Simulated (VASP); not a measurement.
# WSe2 (P6_3/mmc) in VASP: further runs, part 2 of 2

VASP 6.6.1. The steps go on from the part before.

### 4 Relaxation of cell and atoms, PBEsol+D3(BJ)

This run uses another cell than the first one, of 20.26 Å³/atom.

INCAR reads:

```
SYSTEM = WSe2
  ALGO = Normal
  EDIFF = 1E-6
  EDIFFG = -0.005
  ENCUT = 600
  GGA = PS
  IBRION = 2
  ISIF = 3
  ISMEAR = 0
  IVDW = 12
  LASPH = .TRUE.
  LCHARG = .FALSE.
  LREAL = .FALSE.
  LWAVE = .FALSE.
  NELM = 100
  NSW = 100
  PREC = Accurate
  SIGMA = 0.02
```

KPOINTS reads:

```
k-points
0
G
  12 12 2
  0 0 0
```

POSCAR reads:

```
WSe2
1.0
    3.2899984505      0.0000000000      0.0000000000
   -1.6449992252      2.8492222365      0.0000000000
    0.0000000000      0.0000000000     12.9700000000
W Se
2 4
Direct
    0.3333333333      0.6666666667      0.2500000000
    0.6666666667      0.3333333333      0.7500000000
    0.3333333333      0.6666666667      0.6210000000
    0.6666666667      0.3333333333      0.1210000000
    0.3333333333      0.6666666667      0.8790000000
    0.6666666667      0.3333333333      0.3790000000
```

Potentials or basis: VASP PAW PBE potentials, release 64 (W_sv, Se).

Launch:

```bash
$ cat potpaw_PBE.64/W_sv/POTCAR potpaw_PBE.64/Se/POTCAR > POTCAR
$ mpirun -np 1 vasp_std > vasp.out
```

OUTCAR:

```text
SYSTEM = WSe2
   EDIFF = 1E-6
   EDIFFG = -0.005
   ENCUT = 600
   GGA = PS
   IBRION = 2
   ISIF = 3
   ISMEAR = 0
   IVDW = 12
   LASPH = .TRUE.
   LREAL = .FALSE.
   NELM = 100
   NSW = 100
   PREC = Accurate
 IVDW          = 12

 ion  position               nearest neighbor table
   1  0.333  0.667  0.250-   4 2.53   6 2.53   4 2.53   6 2.53   4 2.53   6 2.53
   2  0.667  0.333  0.750-   3 2.53   5 2.53   3 2.53   5 2.53   3 2.53   5 2.53
   3  0.333  0.667  0.621-   2 2.53   2 2.53   2 2.53
   4  0.667  0.333  0.121-   1 2.53   1 2.53   1 2.53
   5  0.333  0.667  0.879-   2 2.53   2 2.53   2 2.53
   6  0.667  0.333  0.379-   1 2.53   1 2.53   1 2.53

  LATTYP: Found a hexagonal cell.
 ALAT       =     3.2899984505
 C/A-ratio  =     3.9422510968

  Lattice vectors:

 A1 = (   3.2899984505,   0.0000000000,   0.0000000000)
 A2 = (  -1.6449992252,   2.8492222365,   0.0000000000)
 A3 = (   0.0000000000,   0.0000000000,  12.9700000000)

[... 322 lines left out ...]
------------------------ aborting loop because EDIFF is reached ----------------------------------------
[... 83 lines left out ...]
--------------------------------------- Ionic step       22  -------------------------------------------

 number of electron      51.9999999 magnetization

 Free energy of the ion-electron system (eV)
  ---------------------------------------------------
  ext. energy  EPLUGINS =         0.00000000
  ---------------------------------------------------
  free energy    TOTEN  =       -46.44254901 eV

  energy without entropy =      -46.44254901  energy(sigma->0) =      -46.44254901

 E-fermi :   7.3973     XC(G=0): -11.3745

 val. band max:        7.1166134804   @ k =   0.0000   0.0000   0.0000
 cond. band min:       7.8221136860   @ k =   0.1667   0.1667   0.0000
 fundamental gap:      0.7055002056
 Fermi energy:         7.3973004028

 k-point     1 :       0.0000    0.0000    0.0000
  band No.  band energies     occupation
      1     -67.1908      2.00000
      2     -67.1907      2.00000
      3     -31.4851      2.00000
      4     -31.4850      2.00000
      5     -31.3000      2.00000
      6     -31.3000      2.00000
[... 805 lines left out ...]
     30       9.1180      0.00000
     31      10.3855      0.00000

 [... further k-points ...]

------------------------ aborting loop because EDIFF is reached ----------------------------------------

 Edisp (eV)   -2.85085

 E8    (eV) :    -1.9178
[... 29 lines left out ...]
  FREE ENERGIE OF THE ION-ELECTRON SYSTEM (eV)
  ---------------------------------------------------
  free  energy   TOTEN  =       -49.2933969965 eV

  energy  without entropy=      -49.2933969965  energy(sigma->0) =      -49.29339700

 reached required accuracy - stopping structural energy minimisation
```

CONTCAR:

```text
WSe2
   1.00000000000000
     3.2331532053446654   -0.0000000000010192    0.0000000000000000
    -1.6165766026240793    2.7999928101139724   -0.0000000000000000
    -0.0000000000000000    0.0000000000000000   12.4329624075519050
  W               Se
     2     4
Direct
     0.3333333332999970    0.6666666667000030    0.2500000000000000
     0.6666666667000030    0.3333333332999970    0.7500000000000000
     0.3333333332999970    0.6666666667000030    0.6145904485381469
     0.6666666667000030    0.3333333332999970    0.1145904485381470
     0.3333333332999970    0.6666666667000030    0.8854095514618531
     0.6666666667000030    0.3333333332999970    0.3854095514618530

  0.00000000E+00  0.00000000E+00  0.00000000E+00
  0.00000000E+00  0.00000000E+00  0.00000000E+00
  0.00000000E+00  0.00000000E+00  0.00000000E+00
  0.00000000E+00  0.00000000E+00  0.00000000E+00
  0.00000000E+00  0.00000000E+00  0.00000000E+00
  0.00000000E+00  0.00000000E+00  0.00000000E+00
```

Wall time 16 min (1 thread of AMD EPYC 9R45 (Zen 5), shared host); peak memory 0.37 GiB.

What came out:

```
Free energy                           : -49.2934 eV
Relaxed volume                        : 18.76 Å³/atom
Relaxed cell                          : a = 3.233 Å, b = 3.233 Å, c = 12.433 Å, α = 90.00°, β = 90.00°, γ = 120.00°
Space group after relaxing (to 0.1 Å) : P6_3/mmc (No. 194)
Energy gained by relaxing             : 20.6 meV/atom
Ionic steps                           : 22
Pressure after relaxing               : 0.0 GPa
Largest force after relaxing          : 0.005 eV/Å
Band gap on the k mesh                : 0.71 eV (least direct gap 1.65 eV)
Dispersion energy per atom            : -0.475 eV
```

Forces on the atoms (eV/Å):
```
W    0.000  0.000  0.000
W    0.000  0.000  0.000
Se   0.000  0.000 -0.005
Se   0.000  0.000 -0.005
Se   0.000  0.000  0.005
Se   0.000  0.000  0.005
```

The path:
| step | energy change (eV) | largest force (eV/Å) | pressure (GPa) | volume (Å³) |
| --- | --- | --- | --- | --- |
| 1 | 0.0000 | 0.0541 | -4.39 | 121.58 |
| 2 | 0.1049 | 1.4341 | 8.88 | 112.06 |
| 3 | -0.0522 | 0.4524 | -0.05 | 117.99 |
| 4 | -0.0781 | 0.1959 | -0.18 | 116.57 |
| 5 | -0.0796 | 0.1189 | -0.19 | 116.13 |
| 6 | -0.0956 | 0.1159 | -0.01 | 115.16 |
| 7 | -0.1212 | 0.0954 | 0.83 | 112.24 |
| 8 | -0.1038 | 0.3586 | -2.85 | 113.95 |
| 9 | -0.1231 | 0.0152 | -0.08 | 112.64 |
| 10 | -0.1234 | 0.0156 | -0.06 | 112.64 |
| 11 | -0.1234 | 0.0057 | -0.06 | 112.64 |
| 12 | -0.1234 | 0.0054 | -0.07 | 112.64 |
| 13 | -0.1233 | 0.0048 | -0.07 | 112.64 |
| 14 | -0.1234 | 0.0047 | -0.06 | 112.64 |
| 15 | -0.1234 | 0.0216 | 0.10 | 112.50 |
| 16 | -0.1234 | 0.0130 | 0.03 | 112.57 |
| 17 | -0.1234 | 0.0110 | 0.03 | 112.59 |
| 18 | -0.1234 | 0.0081 | -0.03 | 112.61 |
| 19 | -0.1234 | 0.0101 | -0.02 | 112.60 |
| 20 | -0.1234 | 0.0106 | -0.02 | 112.59 |
| 21 | -0.1234 | 0.0110 | -0.01 | 112.59 |
| 22 | -0.1234 | 0.0048 | -0.01 | 112.55 |

Final structure:
```yaml
crystal:
  lattice:
    - [3.23315, 0.00000, 0.00000]
    - [-1.61658, 2.79999, 0.00000]
    - [0.00000, 0.00000, 12.43296]
  atoms:
    - { symbol: W, position: [0.33333, 0.66667, 0.25000] }
    - { symbol: W, position: [0.66667, 0.33333, 0.75000] }
    - { symbol: Se, position: [0.33333, 0.66667, 0.61459] }
    - { symbol: Se, position: [0.66667, 0.33333, 0.11459] }
    - { symbol: Se, position: [0.33333, 0.66667, 0.88541] }
    - { symbol: Se, position: [0.66667, 0.33333, 0.38541] }
```

Caveat: the PAW data sets were made with another functional, which shifts forces and pressure a little; spin-orbit coupling is left out, which moves the levels of the heavy elements. A k mesh can miss the band edges.

### 5 Overview

```csv
task,cell,k mesh,cutoff (eV),smearing,gap on the mesh (eV),pressure (GPa),largest force (eV/Å)
single point,"a = 3.230, b = 3.230, c = 12.415 Å, angles 90.0, 90.0, 120.0°, 6 atoms, atomic positions A",12 × 12 × 2,520,gaussian 0.02 eV,0.70,0.5,0.06
single point,"a = 3.230, b = 3.230, c = 12.415 Å, angles 90.0, 90.0, 120.0°, 6 atoms, atomic positions A",12 × 12 × 4,520,gaussian 0.05 eV,0.70,0.5,0.06
relaxation of cell and atoms,"relaxed from a = 3.290, b = 3.290, c = 12.970 Å, angles 90.0, 90.0, 120.0°, 6 atoms, atomic positions B",12 × 12 × 2,600,gaussian 0.02 eV,0.71,0.0,-
```

Alike in all rows: level PBEsol+D3(BJ); potentials or basis VASP PAW PBE potentials, release 64 (W_sv, Se); no spin polarisation.

Caveats: the PAW data sets were made with another functional, which shifts forces and pressure a little; spin-orbit coupling is left out, which moves the levels of the heavy elements.

Total energies depend on the potentials used, so only differences within one code and one set of settings carry meaning.

### 6 Comparison with measurements

Step 2. Against the measured gap of WSe2, 1.3 eV (indirect; “Time-resolved XUV ARPES with tunable 24–33 eV laser pulses at 30 meV resolution”, 2019, pmc:6684652), the calculated 0.70 eV is off by -0.60 eV. Spin-orbit coupling on Se, W is left out. The value is that of PBEsol+D3(BJ) on a finite k mesh, which can miss the band edges, without temperature or zero-point motion. Semilocal functionals fall short of measured gaps as a rule.

Step 3. A measured gap of WSe2 is 1.3 eV (indirect; “Time-resolved XUV ARPES with tunable 24–33 eV laser pulses at 30 meV resolution”, 2019, pmc:6684652); the calculated 0.70 eV misses it by -0.60 eV. Spin-orbit coupling on Se, W is left out. The value is that of PBEsol+D3(BJ) on a finite k mesh, which can miss the band edges, without temperature or zero-point motion. Semilocal functionals fall short of measured gaps as a rule.
